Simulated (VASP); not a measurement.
# Bi2Se3 (R-3m) in VASP: further runs

Aim: see how the results for Bi2Se3 move with the level of theory and the settings. Levels: LDA, PBE+D4. Tasks: single point, relaxation of cell and atoms.

Everything below comes from runs of VASP 6.6.1. Logs are shortened: lines on timing, memory, paths and dates and some standing lists are left out, and cuts for length are marked.

## 1. The cell of the first run

Symmetry: R-3m, No. 166, trigonal system. Conventional cell: a = 4.142 Å, b = 4.142 Å, c = 29.263 Å, α = 90.00°, β = 90.00°, γ = 120.00°. Bi (site symmetry 3m) has 6 Se at 2.85 to 3.07 Å within 3.8 Å. Se (site symmetry 3m) has 3 Bi at 2.85 Å and 3 Se at 3.67 Å within 3.8 Å. Se (site symmetry -3m) has 6 Bi at 3.07 Å and 12 Se at 4.14 to 4.23 Å within 4.3 Å.

## 2. Single point, LDA

INCAR

```
SYSTEM = Bi2Se3
ALGO     = Normal         ! electronic algorithm
EDIFF    = 1E-6           ! SCF threshold, eV
ENCUT    = 520            ! plane-wave cutoff, eV
ISIF     = 2              ! what is computed and relaxed
ISMEAR   = 0              ! smearing method
LASPH    = .True.         ! aspherical terms in the spheres
LCHARG   = .True.         ! write CHGCAR
LELF     = .True.         ! ELF
LREAL    = .False.        ! projectors in reciprocal space
LVHAR    = .True.       
LWAVE    = .False.        ! write WAVECAR
NBANDS   = 32             ! bands
NELM     = 80             ! most SCF steps
PREC     = Accurate       ! precision mode
SIGMA    = 0.01           ! smearing width, eV
```

KPOINTS

```
k-points
0
Gamma
  8 8 8
  0 0 0
```

POSCAR

```
Bi2Se3
1.0
    2.0711873041      1.1958005476      9.7542378858
   -2.0711873041      1.1958005476      9.7542378858
    0.0000000000     -2.3916010951      9.7542378858
Bi Se
2 3
Direct
    0.3993450787      0.3993450787      0.3993450787
    0.6006549213      0.6006549213      0.6006549213
    0.2141187410      0.2141187410      0.2141187410
    0.7858812590      0.7858812590      0.7858812590
    0.0000000000      0.0000000000      0.0000000000
```

Potentials or basis: VASP PAW LDA potentials, release 64 (Bi_d, Se).

Launch:

```sh
> cat potpaw_LDA.64/Bi_d/POTCAR potpaw_LDA.64/Se/POTCAR > POTCAR
> mpirun -np 1 vasp_std > vasp.out
```

OUTCAR:

```text
SYSTEM = Bi2Se3
   EDIFF = 1E-6
   ENCUT = 520
   ISIF = 2
   ISMEAR = 0
   LASPH = .True.
   LREAL = .False.
   NELM = 80
   PREC = Accurate

 ion  position               nearest neighbor table
   1  0.399  0.399  0.399-   4 2.85   4 2.85   4 2.85   5 3.07   5 3.07   5 3.07
   2  0.601  0.601  0.601-   3 2.85   3 2.85   3 2.85   5 3.07   5 3.07   5 3.07
   3  0.214  0.214  0.214-   2 2.85   2 2.85   2 2.85
   4  0.786  0.786  0.786-   1 2.85   1 2.85   1 2.85
   5  0.000  0.000  0.000-   2 3.07   2 3.07   1 3.07   1 3.07   2 3.07   1 3.07

  LATTYP: Found a trigonal (rhomboedric) cell.
 ALAT       =    10.0431525196
 COS(alpha) =     0.9149393631

  Lattice vectors:

 A1 = (   2.0711873041,   1.1958005476,   9.7542378858)
 A2 = (  -2.0711873041,   1.1958005476,   9.7542378858)
 A3 = (   0.0000000000,  -2.3916010951,   9.7542378858)

Analysis of symmetry for initial positions (statically):
=====================================================================
 Subroutine PRICEL returns:
 Original cell was already a primitive cell.

 Routine SETGRP: Setting up the symmetry group for a
 trigonal (rhombohedral) supercell.

 Subroutine GETGRP returns: Found 12 space group operations
 (whereof 12 operations were pure point group operations)
 out of a pool of 12 trial point group operations.

The static configuration has the point symmetry D_3d.

Analysis of symmetry for dynamics (positions and initial velocities):
=====================================================================
 Subroutine PRICEL returns:
 Original cell was already a primitive cell.

 Routine SETGRP: Setting up the symmetry group for a
 trigonal (rhombohedral) supercell.

 Subroutine GETGRP returns: Found 12 space group operations
 (whereof 12 operations were pure point group operations)
 out of a pool of 12 trial point group operations.

The dynamic configuration has the point symmetry D_3d.

 Subroutine INISYM returns: Found 12 space group operations
 (whereof 12 operations are pure point group operations),
 and found     1 'primitive' translations

----------------------------------------------------------------------------------------

                                     Primitive cell

  volume of cell :     144.9515

  direct lattice vectors                    reciprocal lattice vectors
     2.071187304  1.195800548  9.754237886     0.241407428  0.139376644  0.034173181
    -2.071187304  1.195800548  9.754237886    -0.241407428  0.139376644  0.034173181
     0.000000000 -2.391601095  9.754237886     0.000000000 -0.278753287  0.034173181

  length of vectors
    10.043152520 10.043152520 10.043152520     0.280840170  0.280840170  0.280840170

  position of ions in fractional coordinates (direct lattice)
     0.399345079  0.399345079  0.399345079
     0.600654921  0.600654921  0.600654921
     0.214118741  0.214118741  0.214118741
     0.785881259  0.785881259  0.785881259
     0.000000000  0.000000000  0.000000000

  ion indices of the primitive-cell ions
   primitive index   ion index
                 1           1
                 2           2
                 3           3
                 4           4
                 5           5

----------------------------------------------------------------------------------------

 KPOINTS: k-points

Automatic generation of k-mesh.
 Grid dimensions read from file:
 generate k-points for:    8    8    8

 Generating k-lattice:

  Cartesian coordinates                     Fractional coordinates (reciprocal lattice)
     0.030175929  0.017422080  0.004271648     0.125000000  0.000000000  0.000000000
    -0.030175929  0.017422080  0.004271648     0.000000000  0.125000000  0.000000000
     0.000000000 -0.034844161  0.004271648     0.000000000  0.000000000  0.125000000

  Length of vectors
     0.035105021  0.035105021  0.035105021

  Shift w.r.t. Gamma in fractional coordinates (k-lattice)
     0.000000000  0.000000000  0.000000000

 Subroutine IBZKPT returns following result:
 ===========================================

 Found     65 irreducible k-points:

 Following reciprocal coordinates:
            Coordinates               Weight
  0.000000  0.000000  0.000000      1.000000
  0.125000  0.000000  0.000000      6.000000
  0.250000  0.000000  0.000000      6.000000
  0.375000  0.000000 -0.000000      6.000000
  0.500000  0.000000  0.000000      3.000000
  0.125000  0.125000  0.000000      6.000000
[... 16 lines left out ...]
  0.250000  0.125000  0.125000      6.000000
  0.375000  0.125000  0.125000      6.000000
 [... further k-points ...]
   k-points           NKPTS =     65   k-points in BZ     NKDIM =     65   number of bands    NBANDS=     32
   number of dos      NEDOS =    301   number of ions     NIONS =      5
   total plane-waves  NPLWV = 512000
   dimension x,y,z NGX =    80 NGY =   80 NGZ =   80
   dimension x,y,z NGXF=   160 NGYF=  160 NGZF=  160
   ions per type =               2   3
   NGX,Y,Z   is equivalent  to a cutoff of  13.24, 13.24, 13.24 a.u.
   NGXF,Y,Z  is equivalent  to a cutoff of  26.49, 26.49, 26.49 a.u.
 SYSTEM =  Bi2Se3
   PREC   = accura    normal or accurate (medium, high low for compatibility)
   ISTART =      0    job   : 0-new  1-cont  2-samecut
   ICHARG =      2    charge: 1-file 2-atom 10-const
   ISPIN  =      1    spin polarized calculation?
   LNONCOLLINEAR =      F non collinear calculations
   LSORBIT =      F    spin-orbit coupling
   LASPH  =      T    aspherical Exc in radial PAW
   ENCUT  =  520.0 eV  38.22 Ry    6.18 a.u.  18.67 18.67 18.67*2*pi/ulx,y,z
   NELM   =     80;   NELMIN=  2; NELMDL= -5     # of ELM steps
   EDIFF  = 0.1E-05   stopping-criterion for ELM
   LREAL  =      F    real-space projection
   EDIFFG = 0.1E-04   stopping-criterion for IOM
   NSW    =      0    number of steps for IOM
   IBRION =     -1    ionic relax: 0-MD 1-quasi-New 2-CG
   NFREE  =      0    steps in history (QN), initial steepest desc. (CG)
   ISIF   =      2    stress and relaxation
   ISYM   =      2    0-nonsym 1-usesym 2-fastsym
   POTIM  = 0.5000    time-step for ionic-motion
   TEBEG  =    0.0;   TEEND  =   0.0 temperature during run
   PSTRESS=    0.0 pullay stress
   NELECT =      48.0000    total number of electrons
   NUPDOWN=      -1.0000    fix difference up-down
   EMIN   =  10.00;   EMAX   =-10.00  energy-range for DOS
   EFERMI =   0.00;   METHOD = LEGACY
   ISMEAR =     0;   SIGMA  =   0.01  broadening in eV -4-tet -1-fermi 0-gaus
   EFERMI_NEDOS =   21; number of points for ismear=-14 and -15
   IALGO  =     38    algorithm
   IMIX   =      4    mixing-type and parameters
     AMIX     =   0.40;   BMIX     =  1.00
     AMIX_MAG =   1.60;   BMIX_MAG =  1.00
  volume/ion in A,a.u.               =      28.99       195.64
  Fermi-wavevector in a.u.,A,eV,Ry     =   1.132612  2.140326 17.453676  1.282809
  Thomas-Fermi vector in A             =   2.269313
   LORBIT       =      0    0 simple, 1 ext, 2 COOP (PROOUT), +10 PAW based schemes
   GGA     = CA    functional components
   LHFCALC =     F    Hartree Fock is set to
   AEXX    =    0.0000 exact exchange contribution
   IVDW    =     0    specifies the selected vdW correction
   LEPSILON=     F    determine dielectric tensor
   LRPA    =     F    only Hartree local field effects (RPA)
 non-spin polarized calculation
 Gauss-broadening in eV      SIGMA  =   0.01
  energy-cutoff  :      520.00
  volume of cell :      144.95
 maximum number of plane-waves:      3940
 NGX is ok and might be reduce to    80
   NGX = 37   NGY = 37   NGZ = 37

 number of electron      48.0000003 magnetization

 Free energy of the ion-electron system (eV)
  ---------------------------------------------------
  ext. energy  EPLUGINS =         0.00000000
  ---------------------------------------------------
  free energy    TOTEN  =       -23.36838924 eV

  energy without entropy =      -23.36838924  energy(sigma->0) =      -23.36838924

 E-fermi :   4.6275     XC(G=0):  -9.6845

 val. band max:        4.5134320590   @ k =   0.0000   0.0000   0.0000
 cond. band min:       4.7279677230   @ k =   0.0000   0.0000   0.0000
 fundamental gap:      0.2145356640
 Fermi energy:         4.6274874907

 k-point     1 :       0.0000    0.0000    0.0000
  band No.  band energies     occupation
      1     -18.4410      2.00000
      2     -18.4410      2.00000
      3     -18.4391      2.00000
      4     -18.4391      2.00000
      5     -18.4274      2.00000
      6     -18.4248      2.00000
[... 24 lines left out ...]
     31      10.4113      0.00000
     32      11.3663      0.00000

 k-point     2 :       0.1250    0.0000    0.0000
  band No.  band energies     occupation
      1     -18.4435      2.00000
      2     -18.4411      2.00000
      3     -18.4376      2.00000
      4     -18.4357      2.00000
      5     -18.4252      2.00000
      6     -18.4227      2.00000
[... 24 lines left out ...]
     31      10.0748      0.00000
     32      10.6452      0.00000

 k-point     3 :       0.2500    0.0000    0.0000
  band No.  band energies     occupation
      1     -18.4505      2.00000
      2     -18.4469      2.00000
      3     -18.4309      2.00000
      4     -18.4289      2.00000
      5     -18.4260      2.00000
      6     -18.4217      2.00000
[... 24 lines left out ...]
     31       9.1743      0.00000
     32      10.7877      0.00000

 k-point     4 :       0.3750    0.0000   -0.0000
  band No.  band energies     occupation
      1     -18.4584      2.00000
      2     -18.4535      2.00000
      3     -18.4298      2.00000
      4     -18.4286      2.00000
      5     -18.4252      2.00000
      6     -18.4249      2.00000
[... 654 lines left out ...]
     31      10.4155      0.00000
     32      11.2414      0.00000

 k-point    23 :       0.2500    0.1250    0.1250
  band No.  band energies     occupation
      1     -18.4434      2.00000
      2     -18.4410      2.00000
      3     -18.4376      2.00000
      4     -18.4356      2.00000
      5     -18.4252      2.00000
      6     -18.4228      2.00000
[... 24 lines left out ...]
     31      10.0378      0.00000
     32      10.8049      0.00000

 k-point    24 :       0.3750    0.1250    0.1250
  band No.  band energies     occupation
      1     -18.4504      2.00000
      2     -18.4469      2.00000
      3     -18.4309      2.00000
      4     -18.4289      2.00000
      5     -18.4260      2.00000
      6     -18.4217      2.00000
[... 24 lines left out ...]
     31       9.2271      0.00000
     32      10.8759      0.00000

 [... further k-points ...]
[... 5 lines left out ...]
  --------------------------------------------------------------------------------------
  -------------------------------------------------------------------------------------
  Total       -1.6865344     -1.6865344     -1.9020376      0.0000000     -0.0000000     -0.0000000
  in kB      -18.6415955    -18.6415955    -21.0235944      0.0000000     -0.0000000     -0.0000000
  external PRESSURE =     -19.4355951 kB  Pullay stress =       0.0000000 kB

 VOLUME and BASIS-vectors are now :
 -----------------------------------------------------------------------------
  energy-cutoff  :      520.00
  volume of cell :      144.95
      direct lattice vectors                 reciprocal lattice vectors
     2.071187304  1.195800548  9.754237886     0.241407428  0.139376644  0.034173181
    -2.071187304  1.195800548  9.754237886    -0.241407428  0.139376644  0.034173181
     0.000000000 -2.391601095  9.754237886     0.000000000 -0.278753287  0.034173181

 POSITION                                       TOTAL-FORCE (eV/Angst)
 -----------------------------------------------------------------------------------
      0.00000      0.00000     11.68592         0.000000     -0.000000     -0.069961
      0.00000      0.00000     17.57679         0.000000      0.000000      0.069961
      0.00000      0.00000      6.26570         0.000000      0.000000      0.008581
      0.00000      0.00000     22.99702         0.000000     -0.000000     -0.008581
      0.00000      0.00000      0.00000         0.000000      0.000000     -0.000000
 -----------------------------------------------------------------------------------
    total drift:                               -0.000000      0.000000      0.000000

  FREE ENERGIE OF THE ION-ELECTRON SYSTEM (eV)
  ---------------------------------------------------
  free  energy   TOTEN  =       -23.3683892411 eV

  energy  without entropy=      -23.3683892411  energy(sigma->0) =      -23.36838924
```

Wall time 29 min (1 thread of Intel Xeon 6975P-C (Granite Rapids), shared host); peak memory 0.8 GiB.

What came out:

```
Free energy            : -23.3684 eV
Pressure               : -1.9 GPa
Largest force          : 0.070 eV/Å
Band gap on the k mesh : 0.21 eV
```

Forces in eV/Å, atoms in the order of the input:
```
Bi   0.000  0.000 -0.070
Bi   0.000  0.000  0.070
Se   0.000  0.000  0.009
Se   0.000  0.000 -0.009
Se   0.000  0.000  0.000
```

Caveat: spin-orbit coupling is left out, which moves the levels of the heavy elements.

## 3. Relaxation of cell and atoms, PBE+D4

This run uses another cell than the first one, of 28.20 Å³/atom.

INCAR

```
SYSTEM = Bi2Se3
PREC = Accurate ; ENCUT = 600
EDIFF = 1E-7 ; ISMEAR = -1
SIGMA = 0.02 ; LREAL = .FALSE.
LASPH = .TRUE. ; NELM = 80
ALGO = Normal ; ISIF = 3
LWAVE = .FALSE. ; LCHARG = .FALSE.
GGA = PE ; IVDW = 13
IBRION = 2 ; NSW = 80
EDIFFG = -0.005
```

KPOINTS

```
Automatic mesh
0
G
  6 6 6
  0 0 0
```

POSCAR

```
Bi2Se3
1.0
    2.0724504181      1.1965298068      9.4767714474
   -2.0724504181      1.1965298068      9.4767714474
    0.0000000000     -2.3930596135      9.4767714474
Bi Se
2 3
Direct
    0.4009408169      0.4009408169      0.4009408169
    0.5990591831      0.5990591831      0.5990591831
    0.2104126213      0.2104126213      0.2104126213
    0.7895873787      0.7895873787      0.7895873787
    0.0000000000      0.0000000000      0.0000000000
```

Potentials or basis: VASP PAW PBE potentials, release 64 (Bi_d, Se).

Launch:

```sh
> cat potpaw_PBE.64/Bi_d/POTCAR potpaw_PBE.64/Se/POTCAR > POTCAR
> mpirun -np 1 vasp_std > vasp.out
```

It took 59 min on 1 thread of Intel Xeon 6975P-C (Granite Rapids), shared host; peak memory 1.1 GiB.

It converged, with:

```yaml
Free_energy: -22.3607 eV
Relaxed_volume: 28.15 Å³/atom
Relaxed_cell: a = 9.767 Å, b = 9.767 Å, c = 9.767 Å, α = 24.49°, β = 24.49°, γ = 24.49°
Space_group_after_relaxing_to_0.1_Å: R-3m (No. 166)
Energy_gained_by_relaxing: 0.0 meV/atom
Ionic_steps: 6
Pressure_after_relaxing: 0.0 GPa
Largest_force_after_relaxing: 0.005 eV/Å
Band_gap_on_the_k_mesh: 0.16 eV
Dispersion_energy_per_atom: -0.443 eV
```

Forces on the atoms (eV/Å):
```
Bi   0.000  0.000  0.002
Bi   0.000  0.000 -0.002
Se   0.000  0.000 -0.005
Se   0.000  0.000  0.005
Se   0.000  0.000  0.000
```

Step by step:
| step | energy change (eV) | largest force (eV/Å) | pressure (GPa) | volume (Å³) |
| --- | --- | --- | --- | --- |
| 1 | 0.0000 | 0.0328 | -0.07 | 141.00 |
| 2 | -0.0002 | 0.0174 | 0.02 | 140.74 |
| 3 | -0.0002 | 0.0171 | 0.03 | 140.70 |
| 4 | -0.0002 | 0.0169 | 0.04 | 140.68 |
| 5 | -0.0002 | 0.0079 | -0.02 | 140.76 |
| 6 | -0.0002 | 0.0046 | 0.00 | 140.73 |

Final structure:
```yaml
crystal:
  lattice:
    - [2.07123, 1.19582, 9.47005]
    - [-2.07123, 1.19582, 9.47005]
    - [0.00000, -2.39165, 9.47005]
  atoms:
    - { symbol: Bi, position: [0.40085, 0.40085, 0.40085] }
    - { symbol: Bi, position: [0.59915, 0.59915, 0.59915] }
    - { symbol: Se, position: [0.21034, 0.21034, 0.21034] }
    - { symbol: Se, position: [0.78966, 0.78966, 0.78966] }
    - { symbol: Se, position: [0.00000, 0.00000, 0.00000] }
```

Levels at points of the mesh, in eV from the valence-band top:
```
           k point  band 22  band 23  band 24  band 25  band 26  band 27
(0.00, 0.00, 0.00)    -1.26    -1.26     0.00     0.16     1.30     1.30
(0.50, 0.00, 0.00)    -2.29    -1.27    -0.56     0.77     1.78     2.95
(0.50, 0.50, 0.00)    -1.93    -1.76    -1.01     1.27     1.91     2.52
(0.50, 0.50, 0.50)    -1.49    -1.49    -0.54     0.68     1.64     1.64
```

Caveat: spin-orbit coupling is left out, which moves the levels of the heavy elements. A k mesh can miss the band edges.
